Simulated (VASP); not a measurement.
# TaN (P3m1) in VASP: single point with r2SCAN

Aim: the single point of TaN with r2SCAN.

Program: VASP 6.6.1. These are calculated values, not measurements. Logs are shortened: lines on timing, memory, paths and dates and some standing lists are left out, and cuts for length are marked.

### 1 The cell of the first run

The structure is trigonal, space group P3m1 (No. 156). The conventional cell has a = 2.938 Å, b = 2.938 Å, c = 2.883 Å, α = 90.00°, β = 90.00°, γ = 120.00°. Ta (site symmetry 3m) has 6 N at 2.07 to 2.40 Å within 2.7 Å. N (site symmetry 3m) has 6 Ta at 2.07 to 2.40 Å within 2.7 Å.

### 2 Single point, r2SCAN (all N atoms moved +0.263 Å, as atom 2 along Cartesian [0 0 1])

Contents of POSCAR:

```
TaN
1.0
    2.9379988584      0.0000000000      0.0000000000
   -1.4689994292      2.5443816477      0.0000000000
    0.0000000000      0.0000000000      2.8830000000
Ta N
1 1
Direct
    0.3333333333      0.6666666667      0.5000000000
    0.0000000000      0.0000000000      0.0910509886
```

Contents of INCAR.step1:

```
SYSTEM = TaN
PREC = Accurate
ENCUT = 770
ISMEAR = 0
SIGMA = 0.15
LREAL = .FALSE.
LASPH = .TRUE.
NELM = 120
NBANDS = 16
GGA = PE
ALGO = Normal
EDIFF = 1E-5
LWAVE = .TRUE.
LCHARG = .FALSE.
GGA_COMPAT = .FALSE.
```

Contents of INCAR.step2:

```
SYSTEM = TaN
PREC = Accurate
ENCUT = 770
EDIFF = 1E-6
ISMEAR = 0
SIGMA = 0.15
LREAL = .FALSE.
LASPH = .TRUE.
NELM = 120
ALGO = Normal
ISIF = 2
LWAVE = .FALSE.
LCHARG = .TRUE.
METAGGA = R2SCAN
LMIXTAU = .TRUE.
LELF = .TRUE.
LVHAR = .TRUE.
NBANDS = 16
ISTART = 1
GGA_COMPAT = .FALSE.
```

Contents of KPOINTS:

```
regular mesh
0
G
  18 18 16
  0 0 0
```

Potentials or basis: VASP PAW PBE potentials, release 64 (Ta_sv_GW, N).

The run is started by

```bash
$ cat potpaw_PBE.64/Ta_sv_GW/POTCAR potpaw_PBE.64/N/POTCAR > POTCAR
$ cp INCAR.step1 INCAR
$ mpirun -np 1 vasp_std > vasp.out
$ cp INCAR.step2 INCAR
$ mpirun -np 1 vasp_std > vasp.out
```

OUTCAR:

```text
SYSTEM = TaN
   PREC = Accurate
   ENCUT = 770
   EDIFF = 1E-6
   ISMEAR = 0
   LREAL = .FALSE.
   LASPH = .TRUE.
   NELM = 120
   ISIF = 2
   METAGGA = R2SCAN
   ISTART = 1

 ion  position               nearest neighbor table
   1  0.333  0.667  0.500-   2 2.07   2 2.07   2 2.07   2 2.40   2 2.40   2 2.40
   2  0.000  0.000  0.091-   1 2.07   1 2.07   1 2.07   1 2.40   1 2.40   1 2.40

  LATTYP: Found a hexagonal cell.
 ALAT       =     2.9379988584
 C/A-ratio  =     0.9812801635

  Lattice vectors:

 A1 = (   2.9379988584,   0.0000000000,   0.0000000000)
 A2 = (  -1.4689994292,   2.5443816477,   0.0000000000)
 A3 = (   0.0000000000,   0.0000000000,   2.8830000000)

Analysis of symmetry for initial positions (statically):
=====================================================================
 Subroutine PRICEL returns:
 Original cell was already a primitive cell.

 Routine SETGRP: Setting up the symmetry group for a
 hexagonal supercell.

 Subroutine GETGRP returns: Found  6 space group operations
 (whereof  6 operations were pure point group operations)
 out of a pool of 24 trial point group operations.

The static configuration has the point symmetry C_3v.

Analysis of symmetry for dynamics (positions and initial velocities):
=====================================================================
 Subroutine PRICEL returns:
 Original cell was already a primitive cell.

 Routine SETGRP: Setting up the symmetry group for a
 hexagonal supercell.

 Subroutine GETGRP returns: Found  6 space group operations
 (whereof  6 operations were pure point group operations)
 out of a pool of 24 trial point group operations.

The dynamic configuration has the point symmetry C_3v.

 Subroutine INISYM returns: Found  6 space group operations
 (whereof  6 operations are pure point group operations),
 and found     1 'primitive' translations

----------------------------------------------------------------------------------------

                                     Primitive cell

  volume of cell :      21.5516

  direct lattice vectors                    reciprocal lattice vectors
     2.937998858  0.000000000  0.000000000     0.340367729  0.196511400  0.000000000
    -1.468999429  2.544381648  0.000000000     0.000000000  0.393022800  0.000000000
     0.000000000  0.000000000  2.883000000     0.000000000  0.000000000  0.346860909

  length of vectors
     2.937998858  2.937998858  2.883000000     0.393022800  0.393022800  0.346860909

  position of ions in fractional coordinates (direct lattice)
     0.333333333  0.666666667  0.500000000
     0.000000000  0.000000000  0.091050989

  ion indices of the primitive-cell ions
   primitive index   ion index
                 1           1
                 2           2

----------------------------------------------------------------------------------------

 KPOINTS: regular mesh

Automatic generation of k-mesh.
 Grid dimensions read from file:
 generate k-points for:   18   18   16

 Generating k-lattice:

  Cartesian coordinates                     Fractional coordinates (reciprocal lattice)
     0.018909318  0.010917300  0.000000000     0.055555556 -0.000000000  0.000000000
     0.000000000  0.021834600  0.000000000     0.000000000  0.055555556  0.000000000
     0.000000000  0.000000000  0.021678807     0.000000000  0.000000000  0.062500000

  Length of vectors
     0.021834600  0.021834600  0.021678807

  Shift w.r.t. Gamma in fractional coordinates (k-lattice)
     0.000000000  0.000000000  0.000000000

 Subroutine IBZKPT returns following result:
 ===========================================

 Found    522 irreducible k-points:

 Following reciprocal coordinates:
            Coordinates               Weight
  0.000000  0.000000  0.000000      1.000000
  0.055556  0.000000  0.000000      6.000000
  0.111111  0.000000  0.000000      6.000000
  0.166667  0.000000  0.000000      6.000000
  0.222222 -0.000000  0.000000      6.000000
  0.277778 -0.000000  0.000000      6.000000
[... 16 lines left out ...]
  0.333333  0.111111  0.000000     12.000000
  0.388889  0.111111  0.000000     12.000000
 [... further k-points ...]
   k-points           NKPTS =    522   k-points in BZ     NKDIM =    522   number of bands    NBANDS=     16
   number of dos      NEDOS =    301   number of ions     NIONS =      2
   total plane-waves  NPLWV =  21952
   dimension x,y,z NGX =    28 NGY =   28 NGZ =   28
   dimension x,y,z NGXF=    56 NGYF=   56 NGZF=   56
   ions per type =               1   1
   NGX,Y,Z   is equivalent  to a cutoff of  15.84, 15.84, 16.15 a.u.
   NGXF,Y,Z  is equivalent  to a cutoff of  31.69, 31.69, 32.29 a.u.
 SYSTEM =  TaN
   PREC   = accura    normal or accurate (medium, high low for compatibility)
   ISTART =      1    job   : 0-new  1-cont  2-samecut
   ICHARG =      0    charge: 1-file 2-atom 10-const
   ISPIN  =      1    spin polarized calculation?
   LNONCOLLINEAR =      F non collinear calculations
   LSORBIT =      F    spin-orbit coupling
   LASPH  =      T    aspherical Exc in radial PAW
   ENCUT  =  770.0 eV  56.59 Ry    7.52 a.u.   6.65  6.65  6.52*2*pi/ulx,y,z
   NELM   =    120;   NELMIN=  2; NELMDL=  0     # of ELM steps
   EDIFF  = 0.1E-05   stopping-criterion for ELM
   LREAL  =      F    real-space projection
[... 7 lines left out ...]
   TEBEG  =    0.0;   TEEND  =   0.0 temperature during run
   PSTRESS=    0.0 pullay stress
   NELECT =      18.0000    total number of electrons
   NUPDOWN=      -1.0000    fix difference up-down
   EMIN   =  10.00;   EMAX   =-10.00  energy-range for DOS
   EFERMI =   0.00;   METHOD = LEGACY
   ISMEAR =     0;   SIGMA  =   0.15  broadening in eV -4-tet -1-fermi 0-gaus
   EFERMI_NEDOS =   21; number of points for ismear=-14 and -15
   IALGO  =     38    algorithm
   IMIX   =      4    mixing-type and parameters
     AMIX     =   0.40;   BMIX     =  1.00
     AMIX_MAG =   1.60;   BMIX_MAG =  1.00
  volume/ion in A,a.u.               =      10.78        72.72
  Fermi-wavevector in a.u.,A,eV,Ry     =   1.541722  2.913433 32.339793  2.376908
  Thomas-Fermi vector in A             =   2.647628
   LORBIT       =      0    0 simple, 1 ext, 2 COOP (PROOUT), +10 PAW based schemes
   METAGGA = R2SCAN    functional components
   LHFCALC =     F    Hartree Fock is set to
   AEXX    =    0.0000 exact exchange contribution
   IVDW    =     0    specifies the selected vdW correction
   LEPSILON=     F    determine dielectric tensor
   LRPA    =     F    only Hartree local field effects (RPA)
 non-spin polarized calculation
 Gauss-broadening in eV      SIGMA  =   0.15
  energy-cutoff  :      770.00
  volume of cell :       21.55
 maximum number of plane-waves:      1070
 NGX is ok and might be reduce to    28
   NGX = 13   NGY = 13   NGZ = 13

 number of electron      17.9999999 magnetization

 Free energy of the ion-electron system (eV)
  ---------------------------------------------------
  ext. energy  EPLUGINS =         0.00000000
  ---------------------------------------------------
  free energy    TOTEN  =       -62.42144973 eV

  energy without entropy =      -62.42058388  energy(sigma->0) =      -62.42101680

 E-fermi :  12.7233     XC(G=0): -14.5984

 val. band max:       12.7108264093   @ k =   0.0000   0.0000   0.4375
 cond. band min:      12.7345394099   @ k =   0.0556   0.0000   0.5000
 fundamental gap:      0.0237130006
 Fermi energy:        12.7233233641

 k-point     1 :       0.0000    0.0000    0.0000
  band No.  band energies     occupation
      1     -58.0460      2.00000
      2     -23.6425      2.00000
      3     -23.3856      2.00000
      4     -23.3856      2.00000
      5      -6.3713      2.00000
      6       6.5771      2.00000
[... 8 lines left out ...]
     15      24.8367      0.00000
     16      29.5223      0.00000

 k-point     2 :       0.0556    0.0000    0.0000
  band No.  band energies     occupation
      1     -58.0435      2.00000
      2     -23.6388      2.00000
      3     -23.4215      2.00000
      4     -23.3933      2.00000
      5      -6.3071      2.00000
      6       6.5016      2.00000
[... 8 lines left out ...]
     15      24.9805      0.00000
     16      29.4872      0.00000

 k-point     3 :       0.1111    0.0000    0.0000
  band No.  band energies     occupation
      1     -58.0363      2.00000
      2     -23.6315      2.00000
      3     -23.5202      2.00000
      4     -23.4153      2.00000
      5      -6.1223      2.00000
      6       6.1567      2.00000
[... 8 lines left out ...]
     15      25.3391      0.00000
     16      29.4085      0.00000

 k-point     4 :       0.1667    0.0000    0.0000
  band No.  band energies     occupation
      1     -58.0252      2.00000
      2     -23.6989      2.00000
      3     -23.5893      2.00000
      4     -23.4489      2.00000
      5      -5.8400      2.00000
      6       5.6295      2.00000
[... 8 lines left out ...]
     15      25.7402      0.00000
     16      29.4059      0.00000
[... 324 lines left out ...]
 k-point    22 :       0.2778    0.1111    0.0000
  band No.  band energies     occupation
      1     -57.9797      2.00000
      2     -24.2407      2.00000
      3     -23.6416      2.00000
      4     -23.5155      2.00000
      5      -4.6753      2.00000
      6       4.3062      2.00000
[... 8 lines left out ...]
     15      26.6297      0.00000
     16      29.0689      0.00000

 k-point    23 :       0.3333    0.1111    0.0000
  band No.  band energies     occupation
      1     -57.9692      2.00000
      2     -24.3617      2.00000
      3     -23.6840      2.00000
      4     -23.4966      2.00000
      5      -4.4050      2.00000
      6       4.1355      2.00000
[... 8 lines left out ...]
     15      26.4234      0.00000
     16      28.2850      0.00000

 k-point    24 :       0.3889    0.1111    0.0000
  band No.  band energies     occupation
      1     -57.9623      2.00000
      2     -24.4396      2.00000
      3     -23.7116      2.00000
      4     -23.4842      2.00000
      5      -4.2283      2.00000
      6       4.0558      2.00000
[... 8 lines left out ...]
     15      25.6759      0.00000
     16      28.1917      0.00000

 [... further k-points ...]

------------------------ aborting loop because EDIFF is reached ----------------------------------------

  FORCE on cell =-STRESS in cart. coord.  units (eV):
  Direction    XX          YY          ZZ          XY          YZ          ZX
  --------------------------------------------------------------------------------------
  -------------------------------------------------------------------------------------
  Total        1.8724141      1.8724141      2.1381356      0.0000000     -0.0000000     -0.0000000
  in kB      139.1983082    139.1983082    158.9524823      0.0000000     -0.0000000     -0.0000000
  external PRESSURE =     145.7830329 kB  Pullay stress =       0.0000000 kB

 VOLUME and BASIS-vectors are now :
 -----------------------------------------------------------------------------
  energy-cutoff  :      770.00
  volume of cell :       21.55
      direct lattice vectors                 reciprocal lattice vectors
     2.937998858  0.000000000  0.000000000     0.340367729  0.196511400  0.000000000
    -1.468999429  2.544381648  0.000000000     0.000000000  0.393022800  0.000000000
     0.000000000  0.000000000  2.883000000     0.000000000  0.000000000  0.346860909

 POSITION                                       TOTAL-FORCE (eV/Angst)
 -----------------------------------------------------------------------------------
     -0.00000      1.69625      1.44150         0.000000     -0.000000      4.285417
      0.00000      0.00000      0.26250        -0.000000      0.000000     -4.285417
 -----------------------------------------------------------------------------------
    total drift:                                0.000000     -0.000000     -0.000018

  FREE ENERGIE OF THE ION-ELECTRON SYSTEM (eV)
  ---------------------------------------------------
  free  energy   TOTEN  =       -62.4214497269 eV

  energy  without entropy=      -62.4205838804  energy(sigma->0) =      -62.42101680
```

It took 8.2 min on 1 thread of Intel Xeon Platinum 8559C (Emerald Rapids), shared host; peak memory 0.46 GiB.

What came out:

* Free energy: -62.4214 eV
* Pressure: 14.6 GPa
* Largest force: 4.285 eV/Å
* Band gap on the k mesh: zero (bands 9 and 10 overlap by 0.46 eV)

Forces on the atoms (eV/Å):
```
Ta   0.000  0.000  4.285
N    0.000  0.000 -4.285
```

Caveat: the cell differs from its parent crystal (all N atoms moved +0.263 Å, as atom 2 along Cartesian [0 0 1]); the cell stands under pressure; the PAW data sets were made with another functional, which shifts forces and pressure a little; spin-orbit coupling is left out, which moves the levels of the heavy elements.

The gap in the log of VASP goes by the Fermi energy; the results here count the filled bands.